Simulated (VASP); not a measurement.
# LaNb2N3 (P4/mmm) in VASP: single point with PBE

Aim: the single point of LaNb2N3 with PBE.

All numbers are computed with VASP 6.6.1; they aren't measurements. Logs are shortened: lines on timing, memory, paths and dates and some standing lists are left out, and cuts for length are marked.

### 1 The cell of the first run

Symmetry: P4/mmm, No. 123, tetragonal system. Conventional cell: a = 4.106 Å, b = 4.106 Å, c = 6.443 Å, α = 90.00°, β = 90.00°, γ = 90.00°. La (site symmetry 4/mmm) has 6 N at 2.90 to 3.22 Å and 8 Nb at 3.33 Å within 3.8 Å. Nb (site symmetry 4mm) has 2 N at 1.59 to 1.63 Å within 2.1 Å. Within 2.1 Å of N (site symmetry 4/mmm) lie 2 Nb at 1.59 Å. N (site symmetry 4/mmm) has 4 N at 2.90 Å and 2 La at 3.22 Å and 8 Nb at 3.31 Å within 3.8 Å. Within 2.2 Å of N (site symmetry 4/mmm) lie 2 Nb at 1.63 Å.

### 2 Single point, PBE

INCAR

```
SYSTEM = LaNb2N3
  PREC = Accurate
  ENCUT = 520
  EDIFF = 1E-7
  ISMEAR = 0
  SIGMA = 0.1
  LREAL = .FALSE.
  LASPH = .TRUE.
  NELM = 80
  ALGO = Normal
  ISIF = 2
  LWAVE = .FALSE.
  LCHARG = .FALSE.
  GGA = PE
  NBANDS = 35
```

KPOINTS

```
regular mesh
0
G
  4 4 4
  0 0 0
```

POSCAR

```
LaNb2N3
1.0
    4.1058494500      0.0000000000      0.0000000000
    0.0000000000      4.1058494500      0.0000000000
    0.0000000000      0.0000000000      6.4432550900
La Nb N
1 2 3
Direct
    0.0000000000      0.0000000000      0.5000000000
    0.5000000000      0.5000000000      0.2473511000
    0.5000000000      0.5000000000      0.7526489000
    0.5000000000      0.5000000000      0.0000000000
    0.0000000000      0.0000000000      0.0000000000
    0.5000000000      0.5000000000      0.5000000000
```

Potentials or basis: VASP PAW PBE potentials, release 64 (La, Nb_sv, N).

Command:

```sh
$ cat potpaw_PBE.64/La/POTCAR potpaw_PBE.64/Nb_sv/POTCAR potpaw_PBE.64/N/POTCAR > POTCAR
$ mpirun -np 1 vasp_std > vasp.out
```

OUTCAR:

```text
SYSTEM = LaNb2N3
   PREC = Accurate
   ENCUT = 520
   EDIFF = 1E-7
   ISMEAR = 0
   LREAL = .FALSE.
   LASPH = .TRUE.
   NELM = 80
   ISIF = 2
   GGA = PE

 ion  position               nearest neighbor table
   1  0.000  0.000  0.500-   2 3.33   3 3.33   2 3.33   3 3.33   2 3.33   3 3.33   2 3.33   3 3.33

   2  0.500  0.500  0.247-   4 1.59   6 1.63   1 3.33   1 3.33   1 3.33   1 3.33
   3  0.500  0.500  0.753-   4 1.59   6 1.63   1 3.33   1 3.33   1 3.33   1 3.33
   4  0.500  0.500  0.000-   2 1.59   3 1.59
   5  0.000  0.000  0.000-
   6  0.500  0.500  0.500-   2 1.63   3 1.63

  LATTYP: Found a simple tetragonal cell.
 ALAT       =     4.1058494500
 C/A-ratio  =     1.5692867380

  Lattice vectors:

 A1 = (   4.1058494500,   0.0000000000,   0.0000000000)
 A2 = (   0.0000000000,   4.1058494500,   0.0000000000)
 A3 = (   0.0000000000,   0.0000000000,   6.4432550900)

Analysis of symmetry for initial positions (statically):
=====================================================================
 Subroutine PRICEL returns:
 Original cell was already a primitive cell.

 Routine SETGRP: Setting up the symmetry group for a
 simple tetragonal supercell.

 Subroutine GETGRP returns: Found 16 space group operations
 (whereof 16 operations were pure point group operations)
 out of a pool of 16 trial point group operations.

The static configuration has the point symmetry D_4h.

Analysis of symmetry for dynamics (positions and initial velocities):
=====================================================================
 Subroutine PRICEL returns:
 Original cell was already a primitive cell.

 Routine SETGRP: Setting up the symmetry group for a
 simple tetragonal supercell.

 Subroutine GETGRP returns: Found 16 space group operations
 (whereof 16 operations were pure point group operations)
 out of a pool of 16 trial point group operations.

The dynamic configuration has the point symmetry D_4h.

 Subroutine INISYM returns: Found 16 space group operations
 (whereof 16 operations are pure point group operations),
 and found     1 'primitive' translations

----------------------------------------------------------------------------------------

                                     Primitive cell

  volume of cell :     108.6204

  direct lattice vectors                    reciprocal lattice vectors
     4.105849450  0.000000000  0.000000000     0.243554960  0.000000000  0.000000000
     0.000000000  4.105849450  0.000000000     0.000000000  0.243554960  0.000000000
     0.000000000  0.000000000  6.443255090     0.000000000  0.000000000  0.155201057

  length of vectors
     4.105849450  4.105849450  6.443255090     0.243554960  0.243554960  0.155201057

  position of ions in fractional coordinates (direct lattice)
     0.000000000  0.000000000  0.500000000
     0.500000000  0.500000000  0.247351100
     0.500000000  0.500000000  0.752648900
     0.500000000  0.500000000  0.000000000
     0.000000000  0.000000000  0.000000000
     0.500000000  0.500000000  0.500000000

  ion indices of the primitive-cell ions
   primitive index   ion index
                 1           1
                 2           2
                 3           3
                 4           4
                 5           5
                 6           6

----------------------------------------------------------------------------------------

 KPOINTS: regular mesh

Automatic generation of k-mesh.
 Grid dimensions read from file:
 generate k-points for:    4    4    4

 Generating k-lattice:

  Cartesian coordinates                     Fractional coordinates (reciprocal lattice)
     0.060888740  0.000000000  0.000000000     0.250000000  0.000000000  0.000000000
     0.000000000  0.060888740  0.000000000     0.000000000  0.250000000  0.000000000
     0.000000000  0.000000000  0.038800264     0.000000000  0.000000000  0.250000000

  Length of vectors
     0.060888740  0.060888740  0.038800264

  Shift w.r.t. Gamma in fractional coordinates (k-lattice)
     0.000000000  0.000000000  0.000000000

 Subroutine IBZKPT returns following result:
 ===========================================

 Found     18 irreducible k-points:

 Following reciprocal coordinates:
            Coordinates               Weight
  0.000000  0.000000  0.000000      1.000000
  0.250000  0.000000  0.000000      4.000000
  0.500000  0.000000  0.000000      2.000000
  0.250000  0.250000  0.000000      4.000000
  0.500000  0.250000  0.000000      4.000000
  0.500000  0.500000  0.000000      1.000000
[... 10 lines left out ...]
  0.500000  0.250000  0.500000      4.000000
  0.500000  0.500000  0.500000      1.000000
   k-points           NKPTS =     18   k-points in BZ     NKDIM =     18   number of bands    NBANDS=     35
   number of dos      NEDOS =    301   number of ions     NIONS =      6
   total plane-waves  NPLWV =  49152
   dimension x,y,z NGX =    32 NGY =   32 NGZ =   48
   dimension x,y,z NGXF=    64 NGYF=   64 NGZF=   96
   ions per type =               1   2   3
   NGX,Y,Z   is equivalent  to a cutoff of  12.96, 12.96, 12.38 a.u.
   NGXF,Y,Z  is equivalent  to a cutoff of  25.91, 25.91, 24.77 a.u.
 SYSTEM =  LaNb2N3
   PREC   = accura    normal or accurate (medium, high low for compatibility)
   ISTART =      0    job   : 0-new  1-cont  2-samecut
   ICHARG =      2    charge: 1-file 2-atom 10-const
   ISPIN  =      1    spin polarized calculation?
   LNONCOLLINEAR =      F non collinear calculations
   LSORBIT =      F    spin-orbit coupling
   LASPH  =      T    aspherical Exc in radial PAW
   ENCUT  =  520.0 eV  38.22 Ry    6.18 a.u.   7.63  7.63 11.98*2*pi/ulx,y,z
   NELM   =     80;   NELMIN=  2; NELMDL= -5     # of ELM steps
   EDIFF  = 0.1E-06   stopping-criterion for ELM
   LREAL  =      F    real-space projection
   EDIFFG = 0.1E-05   stopping-criterion for IOM
   NSW    =      0    number of steps for IOM
   IBRION =     -1    ionic relax: 0-MD 1-quasi-New 2-CG
   NFREE  =      0    steps in history (QN), initial steepest desc. (CG)
   ISIF   =      2    stress and relaxation
   ISYM   =      2    0-nonsym 1-usesym 2-fastsym
   POTIM  = 0.5000    time-step for ionic-motion
   TEBEG  =    0.0;   TEEND  =   0.0 temperature during run
   PSTRESS=    0.0 pullay stress
   NELECT =      52.0000    total number of electrons
   NUPDOWN=      -1.0000    fix difference up-down
   EMIN   =  10.00;   EMAX   =-10.00  energy-range for DOS
   EFERMI =   0.00;   METHOD = LEGACY
   ISMEAR =     0;   SIGMA  =   0.10  broadening in eV -4-tet -1-fermi 0-gaus
   EFERMI_NEDOS =   21; number of points for ismear=-14 and -15
   IALGO  =     38    algorithm
   IMIX   =      4    mixing-type and parameters
     AMIX     =   0.40;   BMIX     =  1.00
     AMIX_MAG =   1.60;   BMIX_MAG =  1.00
  volume/ion in A,a.u.               =      18.10       122.17
  Fermi-wavevector in a.u.,A,eV,Ry     =   1.280675  2.420124 22.315291  1.640128
  Thomas-Fermi vector in A             =   2.413089
   LORBIT       =      0    0 simple, 1 ext, 2 COOP (PROOUT), +10 PAW based schemes
   GGA     = PE    functional components
   LHFCALC =     F    Hartree Fock is set to
   AEXX    =    0.0000 exact exchange contribution
   IVDW    =     0    specifies the selected vdW correction
   LEPSILON=     F    determine dielectric tensor
   LRPA    =     F    only Hartree local field effects (RPA)
 non-spin polarized calculation
 Gauss-broadening in eV      SIGMA  =   0.10
  energy-cutoff  :      520.00
  volume of cell :      108.62
 maximum number of plane-waves:      2968
 NGX is ok and might be reduce to    32
   NGX = 15   NGY = 15   NGZ = 23

 number of electron      51.9999999 magnetization

 Free energy of the ion-electron system (eV)
  ---------------------------------------------------
  ext. energy  EPLUGINS =         0.00000000
  ---------------------------------------------------
  free energy    TOTEN  =       -34.81451500 eV

  energy without entropy =      -34.76806108  energy(sigma->0) =      -34.79128804

 E-fermi :   7.1874     XC(G=0): -10.3714

 val. band max:        7.1815143945   @ k =   0.2500   0.0000   0.5000
 cond. band min:       7.1923601024   @ k =   0.5000   0.2500   0.2500
 fundamental gap:      0.0108457079
 Fermi energy:         7.1874354299

 k-point     1 :       0.0000    0.0000    0.0000
  band No.  band energies     occupation
      1     -48.4230      2.00000
      2     -48.3866      2.00000
      3     -27.1173      2.00000
      4     -26.4319      2.00000
      5     -25.4619      2.00000
      6     -24.2234      2.00000
[... 27 lines left out ...]
     34       9.4732      0.00000
     35       9.5326      0.00000

 k-point     2 :       0.2500    0.0000    0.0000
  band No.  band energies     occupation
      1     -48.4226      2.00000
      2     -48.3863      2.00000
      3     -27.1072      2.00000
      4     -26.4313      2.00000
      5     -25.4771      2.00000
      6     -24.2219      2.00000
[... 27 lines left out ...]
     34       9.4518      0.00000
     35       9.5104      0.00000

 k-point     3 :       0.5000    0.0000    0.0000
  band No.  band energies     occupation
      1     -48.4222      2.00000
      2     -48.3858      2.00000
      3     -27.0970      2.00000
      4     -26.4307      2.00000
      5     -25.4924      2.00000
      6     -24.2203      2.00000
[... 27 lines left out ...]
     34       9.2708      0.00000
     35       9.4123      0.00000
[... 495 lines left out ...]
 k-point    17 :       0.5000    0.2500    0.5000
  band No.  band energies     occupation
      1     -48.4048      2.00000
      2     -48.4027      2.00000
      3     -26.7792      2.00000
      4     -26.7736      2.00000
      5     -25.4636      2.00000
      6     -24.1986      2.00000
[... 27 lines left out ...]
     34       9.3189      0.00000
     35       9.4674      0.00000

 k-point    18 :       0.5000    0.5000    0.5000
  band No.  band energies     occupation
      1     -48.4044      2.00000
      2     -48.4023      2.00000
      3     -26.7783      2.00000
      4     -26.7719      2.00000
      5     -25.4350      2.00000
      6     -24.1974      2.00000
[... 27 lines left out ...]
     34       9.1372      0.00000
     35       9.2780      0.00000

------------------------ aborting loop because EDIFF is reached ----------------------------------------

  FORCE on cell =-STRESS in cart. coord.  units (eV):
  Direction    XX          YY          ZZ          XY          YZ          ZX
  --------------------------------------------------------------------------------------
  -------------------------------------------------------------------------------------
  Total       -3.7863902     -3.7863902     96.2941438      0.0000000      0.0000000      0.0000000
  in kB      -55.8501800    -55.8501800   1420.3621508      0.0000000      0.0000000      0.0000000
  external PRESSURE =     436.2205969 kB  Pullay stress =       0.0000000 kB

 VOLUME and BASIS-vectors are now :
 -----------------------------------------------------------------------------
  energy-cutoff  :      520.00
  volume of cell :      108.62
      direct lattice vectors                 reciprocal lattice vectors
     4.105849450  0.000000000  0.000000000     0.243554960  0.000000000  0.000000000
     0.000000000  4.105849450  0.000000000     0.000000000  0.243554960  0.000000000
     0.000000000  0.000000000  6.443255090     0.000000000  0.000000000  0.155201057

 POSITION                                       TOTAL-FORCE (eV/Angst)
 -----------------------------------------------------------------------------------
      0.00000      0.00000      3.22163         0.000000      0.000000     -0.000000
      2.05292      2.05292      1.59375         0.000000      0.000000     -2.464027
      2.05292      2.05292      4.84951         0.000000     -0.000000      2.464027
      2.05292      2.05292      0.00000         0.000000      0.000000     -0.000000
      0.00000      0.00000      0.00000         0.000000      0.000000     -0.000000
      2.05292      2.05292      3.22163         0.000000      0.000000     -0.000000
 -----------------------------------------------------------------------------------
    total drift:                                0.000000     -0.000000     -0.000000

  FREE ENERGIE OF THE ION-ELECTRON SYSTEM (eV)
  ---------------------------------------------------
  free  energy   TOTEN  =       -34.8145150008 eV

  energy  without entropy=      -34.7680610795  energy(sigma->0) =      -34.79128804
```

Run time: 58 s. Hardware: 1 thread of AMD EPYC 9R45 (Zen 5), shared host; peak memory 0.22 GiB.

What came out:

- Free energy: -34.8145 eV
- Pressure: 43.6 GPa
- Largest force: 2.464 eV/Å
- Band gap on the k mesh: zero (band 26 reaches 7.92 eV, above the bottom of band 27 at 6.71 eV)

Forces on the atoms (eV/Å):
```
La   0.000  0.000  0.000
Nb   0.000  0.000 -2.464
Nb   0.000  0.000  2.464
N    0.000  0.000  0.000
N    0.000  0.000  0.000
N    0.000  0.000  0.000
```

Levels at points of the mesh, in eV from the Fermi level:
| k point | band 24 | band 25 | band 26 | band 27 | band 28 | band 29 |
| --- | --- | --- | --- | --- | --- | --- |
| (0.00, 0.00, 0.00) | -0.69 | -0.51 | -0.41 | -0.41 | -0.08 | -0.08 |
| (0.50, 0.00, 0.00) | -1.37 | -0.61 | -0.02 | 0.03 | 0.06 | 1.02 |
| (0.50, 0.50, 0.00) | -0.65 | -0.61 | -0.61 | -0.48 | 1.00 | 1.04 |
| (0.00, 0.00, 0.50) | -1.02 | -0.65 | -0.65 | -0.44 | -0.40 | 0.10 |
| (0.50, 0.00, 0.50) | -1.73 | -0.68 | 0.04 | 0.27 | 0.58 | 1.24 |
| (0.50, 0.50, 0.50) | -1.50 | 0.16 | 0.73 | 0.92 | 0.92 | 1.04 |

Caveat: the k points lie up to 0.38 Å⁻¹ apart; spin-orbit coupling is left out, which moves the levels of the heavy elements; forces of over 1 eV/Å act on the atoms, so gaps and moduli don't describe the material at rest.
